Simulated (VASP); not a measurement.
# N in VASP: a series of runs, part 2 of 2

VASP 6.6.1. The steps go on from the part before.

## (4) Single point, PBE

Input file INCAR:

```
PREC = Accurate
ENCUT = 520
EDIFF = 1E-6
ISMEAR = -1
SIGMA = 0.05
LREAL = F
LASPH = T
NELM = 100
ALGO = Normal
ISIF = 2
LWAVE = F
LCHARG = T
GGA = PE
LELF = T
LVHAR = T
NBANDS = 42
```

Input file KPOINTS:

```
regular mesh
0
Gamma
  1 1 1
```

Input file POSCAR:

```
N
1.0
    7.0338500000      0.0000000000      0.0000000000
    0.0000000000      7.0338500000      0.0000000000
    0.0000000000      0.0000000000      7.0338500000
N
12
Direct
    0.7916006170      1.1050846976      0.1115463082
    0.9233918835      1.0738358083      0.0319597376
    0.5812464013      0.3960988648      0.5534238006
    0.7285199428      0.3978902024      0.4965701572
   -0.0225196727      0.6163338712      0.7574088159
   -0.0514796306      0.7143740626      0.6354130384
    0.3928005289      0.9479019314      0.3938810182
    0.3101715277      0.8197928588      0.4070032770
    0.4926178409      0.9288369812      0.8638512337
    0.3392452213      0.9349644931      0.8562451573
    0.1882610519      0.3862607249      0.2492944831
    0.2657150778      0.4845141708      0.1524627338
```

Potentials or basis: VASP PAW PBE potentials, release 64 (N).

Command:

```sh
$ cat potpaw_PBE.64/N/POTCAR > POTCAR
$ mpirun -np 1 vasp_gam > vasp.out
```

OUTCAR:

```text
PREC = Accurate
   ENCUT = 520
   EDIFF = 1E-6
   ISMEAR = -1
   LREAL = F
   LASPH = T
   NELM = 100
   ISIF = 2
   GGA = PE

 ion  position               nearest neighbor table
   1  0.792  0.105  0.112-   2 1.10
   2  0.923  0.074  0.032-   1 1.10
   3  0.581  0.396  0.553-   4 1.11
   4  0.729  0.398  0.497-   3 1.11
   5  0.977  0.616  0.757-   6 1.12
   6  0.949  0.714  0.635-   5 1.12
   7  0.393  0.948  0.394-   8 1.08
   8  0.310  0.820  0.407-   7 1.08
   9  0.493  0.929  0.864-  10 1.08
  10  0.339  0.935  0.856-   9 1.08
  11  0.188  0.386  0.249-  12 1.11
  12  0.266  0.485  0.152-  11 1.11

  LATTYP: Found a simple cubic cell.
 ALAT       =     7.0338500000

  Lattice vectors:

 A1 = (   7.0338500000,   0.0000000000,   0.0000000000)
 A2 = (   0.0000000000,   7.0338500000,   0.0000000000)
 A3 = (   0.0000000000,   0.0000000000,   7.0338500000)

Analysis of symmetry for initial positions (statically):
=====================================================================
 Subroutine PRICEL returns:
 Original cell was already a primitive cell.

 Routine SETGRP: Setting up the symmetry group for a
 simple cubic supercell.

 Subroutine GETGRP returns: Found  1 space group operations
 (whereof  1 operations were pure point group operations)
 out of a pool of 48 trial point group operations.

The static configuration has the point symmetry C_1 .

Analysis of symmetry for dynamics (positions and initial velocities):
=====================================================================
 Subroutine PRICEL returns:
 Original cell was already a primitive cell.
[... 122 lines left out ...]
   IMIX   =      4    mixing-type and parameters
     AMIX     =   0.40;   BMIX     =  1.00
     AMIX_MAG =   1.60;   BMIX_MAG =  1.00
  volume/ion in A,a.u.               =      29.00       195.70
  Fermi-wavevector in a.u.,A,eV,Ry     =   0.911169  1.721859 11.295944  0.830228
  Thomas-Fermi vector in A             =   2.035417
   LORBIT       =      0    0 simple, 1 ext, 2 COOP (PROOUT), +10 PAW based schemes
   GGA     = PE    functional components
[... 5 lines left out ...]
 non-spin polarized calculation
  energy-cutoff  :      520.00
  volume of cell :      348.00
 maximum number of plane-waves:      4718
 NGX is ok and might be reduce to    54
   NGX = 27   NGY = 27   NGZ = 27

 number of electron      60.0000007 magnetization

 Free energy of the ion-electron system (eV)
  ---------------------------------------------------
  ext. energy  EPLUGINS =         0.00000000
  ---------------------------------------------------
  free energy    TOTEN  =       -99.59767949 eV

  energy without entropy =      -99.59767949  energy(sigma->0) =      -99.59767949

 E-fermi :  -5.8987     XC(G=0):  -5.5021

 val. band max:       -7.1848685981   @ k =   0.0000   0.0000   0.0000
 cond. band min:       0.1795164891   @ k =   0.0000   0.0000   0.0000
 fundamental gap:      7.3643850872
 Fermi energy:        -5.8986870111

 k-point     1 :       0.0000    0.0000    0.0000
  band No.  band energies     occupation
      1     -26.1380      2.00000
      2     -26.0362      2.00000
      3     -25.5540      2.00000
      4     -25.5279      2.00000
      5     -25.4139      2.00000
      6     -25.3289      2.00000
[... 34 lines left out ...]
     41       1.1507      0.00000
     42       1.2741      0.00000

------------------------ aborting loop because EDIFF is reached ----------------------------------------

  FORCE on cell =-STRESS in cart. coord.  units (eV):
  Direction    XX          YY          ZZ          XY          YZ          ZX
  --------------------------------------------------------------------------------------
  -------------------------------------------------------------------------------------
  Total        9.9650366      5.0412213      0.6000764      3.4215083      0.7938355     -0.5475332
  in kB       45.8786017     23.2095668      2.7627261     15.7524775      3.6547845     -2.5208196
  external PRESSURE =      23.9502982 kB  Pullay stress =       0.0000000 kB

 VOLUME and BASIS-vectors are now :
 -----------------------------------------------------------------------------
  energy-cutoff  :      520.00
  volume of cell :      348.00
      direct lattice vectors                 reciprocal lattice vectors
     7.033850000  0.000000000  0.000000000     0.142169651  0.000000000  0.000000000
     0.000000000  7.033850000  0.000000000     0.000000000  0.142169651  0.000000000
     0.000000000  0.000000000  7.033850000     0.000000000  0.000000000  0.142169651

 POSITION                                       TOTAL-FORCE (eV/Angst)
 -----------------------------------------------------------------------------------
      5.56800      0.73915      0.78460        -0.990738      0.285956      0.680114
      6.49500      0.51935      0.22480         1.014320     -0.240968     -0.616516
      4.08840      2.78610      3.89270        -0.404974     -0.022327      0.169053
      5.12430      2.79870      3.49280         0.239201     -0.167517     -0.268010
      6.87545      4.33520      5.32750        -0.118297      0.673052     -0.687701
      6.67175      5.02480      4.46940         0.205546     -0.511428      0.843658
      2.76290      6.66740      2.77050         3.445526      5.370131     -0.599202
      2.18170      5.76630      2.86280        -3.403165     -5.267219      0.536097
      3.46500      6.53330      6.07620         5.388539     -0.265269      0.232887
      2.38620      6.57640      6.02270        -5.384455      0.230376     -0.219694
      1.32420      2.71690      1.75350        -0.008210     -0.044385     -0.003532
      1.86900      3.40800      1.07240         0.016706     -0.040402     -0.067153
 -----------------------------------------------------------------------------------
    total drift:                               -0.000816      0.001102     -0.001013

  FREE ENERGIE OF THE ION-ELECTRON SYSTEM (eV)
  ---------------------------------------------------
  free  energy   TOTEN  =       -99.5976794944 eV

  energy  without entropy=      -99.5976794944  energy(sigma->0) =      -99.59767949
```

OSZICAR:

```text
N       E                     dE             d eps       ncg     rms          rms(c)
DAV:   1     0.577957596385E+03    0.57796E+03   -0.29931E+04    84   0.124E+03
DAV:   2    -0.377731687860E+02   -0.61573E+03   -0.60474E+03   120   0.311E+02
DAV:   3    -0.103585003482E+03   -0.65812E+02   -0.65370E+02   104   0.114E+02
DAV:   4    -0.104865966428E+03   -0.12810E+01   -0.12693E+01   104   0.187E+01
DAV:   5    -0.104886498219E+03   -0.20532E-01   -0.20353E-01   102   0.217E+00    0.197E+01
DAV:   6    -0.100616638294E+03    0.42699E+01   -0.63164E+00   102   0.111E+01    0.113E+01
DAV:   7    -0.996267083552E+02    0.98993E+00   -0.43834E+00   102   0.936E+00    0.311E+00
DAV:   8    -0.996001201594E+02    0.26588E-01   -0.38179E-01   102   0.296E+00    0.547E-01
DAV:   9    -0.995978799013E+02    0.22403E-02   -0.17420E-02   104   0.598E-01    0.233E-01
DAV:  10    -0.995978128305E+02    0.67071E-04   -0.13703E-03   102   0.222E-01    0.872E-02
DAV:  11    -0.995977269424E+02    0.85888E-04   -0.13134E-04   120   0.680E-02    0.235E-02
DAV:  12    -0.995977010069E+02    0.25936E-04   -0.33700E-05    86   0.332E-02    0.176E-02
DAV:  13    -0.995976802622E+02    0.20745E-04   -0.11715E-05   120   0.216E-02    0.588E-03
DAV:  14    -0.995976794944E+02    0.76780E-06   -0.19011E-06   104   0.831E-03
   1 F= -.99597679E+02 E0= -.99597679E+02  d E =-.252155E-10
```

stdout:

```text
POSCAR found type information on POSCAR N
 POSCAR found :  1 types and      12 ions
 scaLAPACK will be used
 LDA part: xc-table for (Slater+PW92), standard interpolation
 POSCAR, INCAR and KPOINTS ok, starting setup
 FFT: planning ... GRIDC
 FFT: planning ... GRID_SOFT
 FFT: planning ... GRID
 WAVECAR not read
 entering main loop
```

Run time: 22 s. Hardware: 1 thread of Intel Xeon 6975P-C (Granite Rapids), shared host; peak memory 0.35 GiB.

Results:

```yaml
Free_energy: -99.5977 eV
Pressure: 2.4 GPa
Largest_force: 6.409 eV/Å
```

Forces in eV/Å, atoms in the order of the input:
```
N   -0.991  0.286  0.680
N    1.014 -0.241 -0.617
N   -0.405 -0.022  0.169
N    0.239 -0.168 -0.268
N   -0.118  0.673 -0.688
N    0.206 -0.511  0.844
N    3.446  5.370 -0.599
N   -3.403 -5.267  0.536
N    5.389 -0.265  0.233
N   -5.384  0.230 -0.220
N   -0.008 -0.044 -0.004
N    0.017 -0.040 -0.067
```

Levels at points of the mesh, in eV from the Fermi level:
```tsv
k point	band 27	band 28	band 29	band 30	band 31	band 32	band 33	band 34
(0.00, 0.00, 0.00)	-1.52	-1.43	-1.34	-1.29	6.08	6.21	6.33	6.40
```

Caveat: the k points lie up to 0.89 Å⁻¹ apart; the standard files for N, O and F lose accuracy on very short bonds.

## (5) The runs side by side

| cell | pressure (GPa) | largest force (eV/Å) |
| --- | --- | --- |
| as given, atomic positions A | 1.7 | 1.69 |
| as given, atomic positions B | 1.9 | 3.44 |
| as given, atomic positions C | 2.4 | 6.41 |

Alike in all rows: task single point; level PBE; potentials or basis VASP PAW PBE potentials, release 64 (N); no spin polarisation; k mesh 1 × 1 × 1; cutoff (eV) 520; smearing fermi-dirac 0.05 eV.

Caveats: all runs use coarse meshes; the standard files for N, O and F lose accuracy on very short bonds.

Absolute energies hang on the potentials; compare differences alone.
